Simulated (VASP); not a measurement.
A run of VASP 6.6.1 is set up as follows.

Contents of INCAR:

```
ALGO = Normal
EDIFF = 1E-7
EDIFFG = -0.01
ENCUT = 600
GGA = PE
IBRION = 2
ISIF = 3
ISMEAR = 0
LASPH = T
LCHARG = F
LREAL = F
LWAVE = F
NELM = 100
NSW = 100
PREC = Accurate
SIGMA = 0.1
```

KPOINTS

```
k-points
0
Gamma
  15 15 20
```

The input POSCAR:

```
As
1.0
    4.6748009385      0.0000000000      0.0000000000
   -2.3374004692      4.0484963704      0.0000000000
    0.0000000000      0.0000000000      2.7223054817
As
2
Direct
    0.3333333333      0.6666666667      0.0000000000
    0.6666666667      0.3333333333      0.0000000000
```

Potentials or basis: VASP PAW PBE potentials, release 64 (As).

Launch:

```console
$ cat potpaw_PBE.64/As/POTCAR > POTCAR
$ mpirun -np 1 vasp_std > vasp.out
```

Q: What does it give for the relaxed volume?

A: 25.64 Å³/atom.

Q: What does it give for the space group after relaxing (to 0.05 Å)?

A: P6/mmm (No. 191).

Q: What does it give for the relaxed cell?

A: a = 4.570 Å, b = 4.570 Å, c = 2.836 Å, α = 90.00°, β = 90.00°, γ = 120.00°.

Q: What does it give for the band gap on the k mesh?

A: Zero (band 5 reaches 6.08 eV, above the bottom of band 6 at 2.02 eV).

The path:
```csv
step,energy change (eV),largest force (eV/Å),pressure (GPa),volume (Å³)
1,0.0000,0.0000,-0.69,51.52
2,-0.0427,0.0000,0.50,50.66
3,-0.0435,0.0000,0.77,50.50
4,-0.0456,0.0000,-0.07,51.37
5,-0.0456,0.0000,0.01,51.28
```
